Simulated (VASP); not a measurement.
# CoO (Fm-3m) in VASP: a series of runs

The runs below take CoO through electric field gradients, density of states, with PBE.

All numbers are computed with VASP 6.6.1; they aren't measurements. Logs are shortened: lines on timing, memory, paths and dates and some standing lists are left out, and cuts for length are marked.

### Step 1. The cell of the first run

It takes space group Fm-3m (No. 225, cubic). The conventional cell has a = 4.347 Å, b = 4.347 Å, c = 4.347 Å, α = 90.00°, β = 90.00°, γ = 90.00°. Within 2.9 Å of Co (site symmetry m-3m) lie 6 O at 2.17 Å. O (site symmetry m-3m) has 6 Co at 2.17 Å within 2.9 Å.

### Step 2. Electric field gradients, PBE, collinear spin, ferromagnetic start (volume scaled by 1.06)

Input file INCAR:

```
ALGO = Normal
EDIFF = 1E-8
ENCUT = 520
GGA = PE
ISIF = 2
ISMEAR = -1
ISPIN = 2
LASPH = T
LCHARG = F
LEFG = T
LMAXMIX = 4
LORBIT = 11
LREAL = F
LWAVE = F
MAGMOM = 2 0
NBANDS = 18
NELM = 150
PREC = Accurate
SIGMA = 0.05
```

Input file KPOINTS:

```
k-points
0
Gamma
  15 15 15
```

Input file POSCAR:

```
CoO
1.0
    0.0000000000      2.1733047310      2.1733047310
    2.1733047310      0.0000000000      2.1733047310
    2.1733047310      2.1733047310      0.0000000000
Co O
1 1
Direct
    0.0000000000      0.0000000000      0.0000000000
    0.5000000000      0.5000000000      0.5000000000
```

Potentials or basis: VASP PAW PBE potentials, release 64 (Co, O).

Launch:

```bash
$ cat potpaw_PBE.64/Co/POTCAR potpaw_PBE.64/O/POTCAR > POTCAR
$ mpirun -np 1 vasp_std > vasp.out
```

OUTCAR:

```text
EDIFF = 1E-8
   ENCUT = 520
   GGA = PE
   ISIF = 2
   ISMEAR = -1
   ISPIN = 2
   LASPH = T
   LORBIT = 11
   LREAL = F
   NELM = 150
   PREC = Accurate

 ion  position               nearest neighbor table
   1  0.000  0.000  0.000-   2 2.17   2 2.17   2 2.17   2 2.17   2 2.17   2 2.17
   2  0.500  0.500  0.500-   1 2.17   1 2.17   1 2.17   1 2.17   1 2.17   1 2.17

  LATTYP: Found a face centered cubic cell.
 ALAT       =     4.3466094620

  Lattice vectors:

 A1 = (   0.0000000000,   2.1733047310,   2.1733047310)
 A2 = (   2.1733047310,   0.0000000000,   2.1733047310)
 A3 = (   2.1733047310,   2.1733047310,   0.0000000000)

Analysis of symmetry for initial positions (statically):
=====================================================================
 Subroutine PRICEL returns:
 Original cell was already a primitive cell.

 Routine SETGRP: Setting up the symmetry group for a
 face centered cubic supercell.

 Subroutine GETGRP returns: Found 48 space group operations
 (whereof 48 operations were pure point group operations)
 out of a pool of 48 trial point group operations.

The static configuration has the point symmetry O_h .

Analysis of symmetry for dynamics (positions and initial velocities):
=====================================================================
 Subroutine PRICEL returns:
 Original cell was already a primitive cell.

 Routine SETGRP: Setting up the symmetry group for a
 face centered cubic supercell.

 Subroutine GETGRP returns: Found 48 space group operations
 (whereof 48 operations were pure point group operations)
 out of a pool of 48 trial point group operations.

The dynamic configuration has the point symmetry O_h .

Analysis of structural, dynamic, and magnetic symmetry:
=====================================================================
 Subroutine PRICEL returns:
 Original cell was already a primitive cell.

 Routine SETGRP: Setting up the symmetry group for a
 face centered cubic supercell.

 Subroutine GETGRP returns: Found 48 space group operations
 (whereof 48 operations were pure point group operations)
 out of a pool of 48 trial point group operations.

The overall configuration has the point symmetry O_h .

 Subroutine INISYM returns: Found 48 space group operations
 (whereof 48 operations are pure point group operations),
 and found     1 'primitive' translations

----------------------------------------------------------------------------------------

                                     Primitive cell

  volume of cell :      20.5301

  direct lattice vectors                    reciprocal lattice vectors
     0.000000000  2.173304731  2.173304731    -0.230064377  0.230064377  0.230064377
     2.173304731  0.000000000  2.173304731     0.230064377 -0.230064377  0.230064377
     2.173304731  2.173304731  0.000000000     0.230064377  0.230064377 -0.230064377

  length of vectors
     3.073517026  3.073517026  3.073517026     0.398483191  0.398483191  0.398483191

  position of ions in fractional coordinates (direct lattice)
     0.000000000  0.000000000  0.000000000
     0.500000000  0.500000000  0.500000000

  ion indices of the primitive-cell ions
   primitive index   ion index
                 1           1
                 2           2

----------------------------------------------------------------------------------------

 KPOINTS: k-points

Automatic generation of k-mesh.
 Grid dimensions read from file:
 generate k-points for:   15   15   15

 Generating k-lattice:

  Cartesian coordinates                     Fractional coordinates (reciprocal lattice)
[... 52 lines left out ...]
   ISTART =      0    job   : 0-new  1-cont  2-samecut
   ICHARG =      2    charge: 1-file 2-atom 10-const
   ISPIN  =      2    spin polarized calculation?
   LNONCOLLINEAR =      F non collinear calculations
   LSORBIT =      F    spin-orbit coupling
   LASPH  =      T    aspherical Exc in radial PAW
   ENCUT  =  520.0 eV  38.22 Ry    6.18 a.u.   5.71  5.71  5.71*2*pi/ulx,y,z
   NELM   =    150;   NELMIN=  2; NELMDL= -5     # of ELM steps
   EDIFF  = 0.1E-07   stopping-criterion for ELM
   LREAL  =      F    real-space projection
   EDIFFG = 0.1E-06   stopping-criterion for IOM
   NSW    =      0    number of steps for IOM
   IBRION =     -1    ionic relax: 0-MD 1-quasi-New 2-CG
   NFREE  =      0    steps in history (QN), initial steepest desc. (CG)
   ISIF   =      2    stress and relaxation
   ISYM   =      2    0-nonsym 1-usesym 2-fastsym
   POTIM  = 0.5000    time-step for ionic-motion
   TEBEG  =    0.0;   TEEND  =   0.0 temperature during run
   PSTRESS=    0.0 pullay stress
   NELECT =      15.0000    total number of electrons
   NUPDOWN=      -1.0000    fix difference up-down
   EMIN   =  10.00;   EMAX   =-10.00  energy-range for DOS
   EFERMI =   0.00;   METHOD = LEGACY
   ISMEAR =    -1;   SIGMA  =   0.05  broadening in eV -4-tet -1-fermi 0-gaus
   EFERMI_NEDOS =   21; number of points for ismear=-14 and -15
   IALGO  =     38    algorithm
   IMIX   =      4    mixing-type and parameters
     AMIX     =   0.40;   BMIX     =  1.00
     AMIX_MAG =   1.60;   BMIX_MAG =  1.00
  volume/ion in A,a.u.               =      10.27        69.27
  Fermi-wavevector in a.u.,A,eV,Ry     =   1.474488  2.786379 29.580635  2.174115
  Thomas-Fermi vector in A             =   2.589253
   LORBIT       =     11    0 simple, 1 ext, 2 COOP (PROOUT), +10 PAW based schemes
   GGA     = PE    functional components
   LHFCALC =     F    Hartree Fock is set to
   AEXX    =    0.0000 exact exchange contribution
   IVDW    =     0    specifies the selected vdW correction
   LEPSILON=     F    determine dielectric tensor
   LRPA    =     F    only Hartree local field effects (RPA)
 spin polarized calculation
  energy-cutoff  :      520.00
  volume of cell :       20.53
 maximum number of plane-waves:       564
   NGX = 11   NGY = 11   NGZ = 11

 number of electron      14.9999996 magnetization       2.9850875

 Free energy of the ion-electron system (eV)
  ---------------------------------------------------
  ext. energy  EPLUGINS =         0.00000000
  ---------------------------------------------------
  free energy    TOTEN  =       -13.01393935 eV

  energy without entropy =      -12.97861326  energy(sigma->0) =      -12.99627631

 E-fermi :   7.0652     XC(G=0): -12.0655

 val. band max:        7.0610632460   @ k =   0.4000   0.2667   0.1333
 cond. band min:       7.0716736296   @ k =  -0.2000   0.2667   0.0667
 fundamental gap:      0.0106103837
 Fermi energy:         7.0652390666

 spin component 1

 k-point     1 :       0.0000    0.0000    0.0000
  band No.  band energies     occupation
      1     -12.5779      1.00000
      2       3.8261      1.00000
      3       3.8261      1.00000
      4       4.0662      1.00000
      5       4.0662      1.00000
      6       4.0662      1.00000
[... 493 lines left out ...]
     17      31.7414      0.00000
     18      32.8218      0.00000

 [... further k-points ...]

 spin component 2

 k-point     1 :       0.0000    0.0000    0.0000
  band No.  band energies     occupation
      1     -12.0489      1.00000
      2       4.7971      1.00000
      3       4.7971      1.00000
      4       4.7971      1.00000
      5       6.0925      1.00000
      6       6.0926      1.00000
[... 493 lines left out ...]
     17      32.3916      0.00000
     18      33.6212      0.00000

 [... further k-points ...]
[... 5 lines left out ...]
  --------------------------------------------------------------------------------------
  -------------------------------------------------------------------------------------
  Total       -1.4024507     -1.4024507     -1.4024507      0.0000000      0.0000000      0.0000000
  in kB     -109.4476169   -109.4476169   -109.4476169      0.0000000      0.0000000      0.0000000
  external PRESSURE =    -109.4476169 kB  Pullay stress =       0.0000000 kB

 VOLUME and BASIS-vectors are now :
 -----------------------------------------------------------------------------
  energy-cutoff  :      520.00
  volume of cell :       20.53
      direct lattice vectors                 reciprocal lattice vectors
     0.000000000  2.173304731  2.173304731    -0.230064377  0.230064377  0.230064377
     2.173304731  0.000000000  2.173304731     0.230064377 -0.230064377  0.230064377
     2.173304731  2.173304731  0.000000000     0.230064377  0.230064377 -0.230064377

 POSITION                                       TOTAL-FORCE (eV/Angst)
 -----------------------------------------------------------------------------------
      0.00000      0.00000      0.00000         0.000000     -0.000000      0.000000
      2.17330      2.17330      2.17330         0.000000      0.000000      0.000000
 -----------------------------------------------------------------------------------
    total drift:                                0.000000     -0.000000     -0.000000

  FREE ENERGIE OF THE ION-ELECTRON SYSTEM (eV)
  ---------------------------------------------------
  free  energy   TOTEN  =       -13.0139393487 eV

  energy  without entropy=      -12.9786132628  energy(sigma->0) =      -12.99627631

 Electric field gradients (V/A^2)
---------------------------------------------------------------------
 ion       V_xx      V_yy      V_zz      V_xy      V_xz      V_yz
---------------------------------------------------------------------
   1      -0.000     0.000    -0.000     0.001     0.001     0.001
   2      -0.000     0.000     0.000    -0.002    -0.002    -0.002
---------------------------------------------------------------------

 Electric field gradients after diagonalization (V/A^2)
 (convention: |V_zz| > |V_xx| > |V_yy|)
----------------------------------------------------------------------
 ion       V_xx      V_yy      V_zz     asymmetry (V_yy - V_xx)/ V_zz
----------------------------------------------------------------------
   1      -0.001    -0.001     0.001       0.000
   2       0.002     0.002    -0.003       0.000
----------------------------------------------------------------------

           NMR quadrupolar parameters

 Cq : quadrupolar parameter    Cq=e*Q*V_zz/h
 eta: asymmetry parameters     (V_yy - V_xx)/ V_zz
 Q  : nuclear electric quadrupole moment in mb (millibarn)
----------------------------------------------------------------------
 ion       Cq(MHz)       eta       Q (mb)
----------------------------------------------------------------------
   1       0.000       0.000       1.000
   2      -0.000       0.000       1.000
----------------------------------------------------------------------

 total charge

# of ion       s       p       d       tot
------------------------------------------
    1        0.278   0.318   7.101   7.697
    2        1.556   3.396   0.000   4.952
--------------------------------------------------
tot          1.834   3.714   7.101  12.649

 magnetization (x)

# of ion       s       p       d       tot
------------------------------------------
    1        0.020   0.016   2.579   2.615
    2        0.027   0.288   0.000   0.315
--------------------------------------------------
tot          0.046   0.304   2.579   2.929
```

Wall time 68 s (1 thread of Intel Xeon 6975P-C, shared host); peak memory 0.2 GiB.

Results:

```
Free energy                                           : -13.0139 eV
Pressure                                              : -10.9 GPa
Band gap on the k mesh                                : zero (filled and empty bands overlap)
Net moment                                            : 2.99 μB per cell
Site moments                                          : Co +2.62; O +0.32 μB
Valence electrons inside the program's atomic spheres : Co 7.70; O 4.95
```

Levels at points of the mesh, in eV from the Fermi level:
Spin up:
```
           k point  band 6  band 7  band 8  band 9  band 10  band 11  band 12  band 13
(0.00, 0.00, 0.00)   -3.00   -2.85   -2.85   -2.85     0.72    16.68    17.69    17.69
```
Spin down:
| k point | band 4 | band 5 | band 6 | band 7 | band 8 | band 9 |
| --- | --- | --- | --- | --- | --- | --- |
| (0.00, 0.00, 0.00) | -2.27 | -0.97 | -0.97 | -0.97 | 0.15 | 0.15 |

Caveat: the cell differs from its parent crystal (volume scaled by 1.06); without QUAD_EFG the Cq values of the log hold for a quadrupole moment of 1 mb, not for the nuclei; a cell with one magnetic atom can't hold antiferromagnetic order, which such compounds often take; semilocal functionals often make such compounds metallic where correlation or magnetic order opens a gap, which also shifts bond lengths.

### Step 3. Density of states, PBE, collinear spin, ferromagnetic start

This run uses another cell than the first one, of 9.68 Å³/atom, 0.943 times its volume.

Input file POSCAR:

```
CoO
1.0
    0.0000000000      2.1315000000      2.1315000000
    2.1315000000      0.0000000000      2.1315000000
    2.1315000000      2.1315000000      0.0000000000
Co O
1 1
Direct
    0.0000000000      0.0000000000      0.0000000000
    0.5000000000      0.5000000000      0.5000000000
```

Input file INCAR.step1:

```
SYSTEM = CoO
PREC = Accurate ; ENCUT = 520
EDIFF = 1E-7 ; ISMEAR = -1
SIGMA = 0.05 ; LREAL = .False.
LASPH = .True. ; NELM = 150
ALGO = Normal ; ISIF = 2
LWAVE = .False. ; LCHARG = .True.
ISPIN = 2 ; MAGMOM = 2 0
LMAXMIX = 4 ; GGA = PE
NBANDS = 18
```

Input file KPOINTS.step1:

```
Automatic mesh
0
Gamma
  15 15 15
  0 0 0
```

Input file INCAR.step2:

```
SYSTEM = CoO
PREC = Accurate ; ENCUT = 520
EDIFF = 1E-7 ; ISMEAR = -5
SIGMA = 0.05 ; LREAL = .False.
LASPH = .True. ; NELM = 150
ALGO = Normal ; ISIF = 2
LWAVE = .False. ; LCHARG = .False.
ISPIN = 2 ; MAGMOM = 2 0
LORBIT = 10 ; LMAXMIX = 4
GGA = PE ; NBANDS = 18
NEDOS = 1001 ; ICHARG = 11
```

Input file KPOINTS.step2:

```
Automatic mesh
0
Gamma
  23 23 23
  0 0 0
```

Potentials or basis: VASP PAW PBE potentials, release 64 (Co, O).

Launch:

```bash
$ cat potpaw_PBE.64/Co/POTCAR potpaw_PBE.64/O/POTCAR > POTCAR
$ cp INCAR.step1 INCAR
$ cp KPOINTS.step1 KPOINTS
$ mpirun -np 1 vasp_std > vasp.out
$ cp INCAR.step2 INCAR
$ cp KPOINTS.step2 KPOINTS
$ mpirun -np 1 vasp_std > vasp.out
```

OUTCAR:

```text
SYSTEM = CoO
   PREC = Accurate
   ENCUT = 520
   EDIFF = 1E-7
   ISMEAR = -5
   LREAL = .False.
   LASPH = .True.
   NELM = 150
   ISIF = 2
   ISPIN = 2
   LORBIT = 10
   GGA = PE
   ICHARG = 11

 ion  position               nearest neighbor table
   1  0.000  0.000  0.000-   2 2.13   2 2.13   2 2.13   2 2.13   2 2.13   2 2.13
   2  0.500  0.500  0.500-   1 2.13   1 2.13   1 2.13   1 2.13   1 2.13   1 2.13

  LATTYP: Found a face centered cubic cell.
 ALAT       =     4.2630000000

  Lattice vectors:

 A1 = (   0.0000000000,   2.1315000000,   2.1315000000)
 A2 = (   2.1315000000,   0.0000000000,   2.1315000000)
 A3 = (   2.1315000000,   2.1315000000,   0.0000000000)
[... 1222 lines left out ...]

 VOLUME and BASIS-vectors are now :
 -----------------------------------------------------------------------------
  energy-cutoff  :      520.00
  volume of cell :       19.37
      direct lattice vectors                 reciprocal lattice vectors
     0.000000000  2.131500000  2.131500000    -0.234576589  0.234576589  0.234576589
     2.131500000  0.000000000  2.131500000     0.234576589 -0.234576589  0.234576589
     2.131500000  2.131500000  0.000000000     0.234576589  0.234576589 -0.234576589

 POSITION                                       TOTAL-FORCE (eV/Angst)
 -----------------------------------------------------------------------------------
      0.00000      0.00000      0.00000         0.000000      0.000000     -0.000000
      2.13150      2.13150      2.13150         0.000000     -0.000000      0.000000
 -----------------------------------------------------------------------------------
    total drift:                                0.000000     -0.000000      0.000000

  FREE ENERGIE OF THE ION-ELECTRON SYSTEM (eV)
  ---------------------------------------------------
  free  energy   TOTEN  =       -13.0446587362 eV

  energy  without entropy=      -13.0446587362  energy(sigma->0) =      -13.04465874

 total charge

# of ion       s       p       d       tot
------------------------------------------
    1        0.293   0.355   7.135   7.783
    2        1.556   3.428   0.000   4.984
--------------------------------------------------
tot          1.849   3.782   7.135  12.766

 magnetization (x)

# of ion       s       p       d       tot
------------------------------------------
    1        0.021   0.018   2.549   2.587
    2        0.029   0.280   0.000   0.308
--------------------------------------------------
tot          0.049   0.298   2.549   2.896
```

OUTCAR.step1:

```text
SYSTEM = CoO
   PREC = Accurate
   ENCUT = 520
   EDIFF = 1E-7
   ISMEAR = -1
   LREAL = .False.
[... 1250 lines left out ...]
      0.00000      0.00000      0.00000         0.000000     -0.000000     -0.000000
      2.13150      2.13150      2.13150        -0.000000      0.000000      0.000000
 -----------------------------------------------------------------------------------
    total drift:                                0.000000     -0.000000     -0.000000

  FREE ENERGIE OF THE ION-ELECTRON SYSTEM (eV)
  ---------------------------------------------------
  free  energy   TOTEN  =       -13.0618342386 eV

  energy  without entropy=      -13.0266515002  energy(sigma->0) =      -13.04424287
```

Run time: 2.3 min. Hardware: 1 thread of Intel Xeon 6975P-C, shared host; peak memory 0.3 GiB.

What came out:

- Net moment: 2.91 μB per cell
- Site moments: Co +2.59; O +0.31 μB
- Valence electrons inside the program's atomic spheres: Co 7.78; O 4.98

Caveat: a cell with one magnetic atom can't hold antiferromagnetic order, which such compounds often take; semilocal functionals often make such compounds metallic where correlation or magnetic order opens a gap, which also shifts bond lengths; tetrahedron occupations give inexact forces and stress in metals.
